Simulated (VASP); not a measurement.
A run of VASP 6.6.1 is set up as follows.

INCAR

```
PREC = Accurate
ENCUT = 520
EDIFF = 1E-6
ISMEAR = 0
SIGMA = 0.1
LREAL = F
LASPH = T
NELM = 100
ALGO = Normal
ISIF = 2
LWAVE = F
LCHARG = T
GGA = PE
LELF = T
LVHAR = T
NBANDS = 16
```

The input KPOINTS:

```
regular mesh
0
Gamma
  4 4 4
```

POSCAR

```
S
1.0
    4.1437922012      0.0000000000      0.0000000000
    0.0000000000      4.1437922012      0.0000000000
    0.0000000000      0.0000000000      4.9593500467
S
3
Direct
    0.5000000000      0.5000000000      0.7676032287
    0.0000000000      0.5000000000     -0.0567516144
    0.5000000000      0.0000000000     -0.0567516144
```

Potentials or basis: VASP PAW PBE potentials, release 64 (S).

The run is started by

```sh
$ cat potpaw_PBE.64/S/POTCAR > POTCAR
$ mpirun -np 1 vasp_std > vasp.out
```

What does it give for the largest force?

0.082 eV/Å.

What does it give for the pressure?

-0.2 GPa.

Forces in eV/Å, atoms in the order of the input:
```
S    0.000  0.000  0.082
S    0.000  0.000 -0.041
S    0.000  0.000 -0.041
```

Caveat: the k points lie up to 0.38 Å⁻¹ apart; this functional lacks dispersion, which binds the layers, so the pressure and a relaxed spacing across them are unreliable.
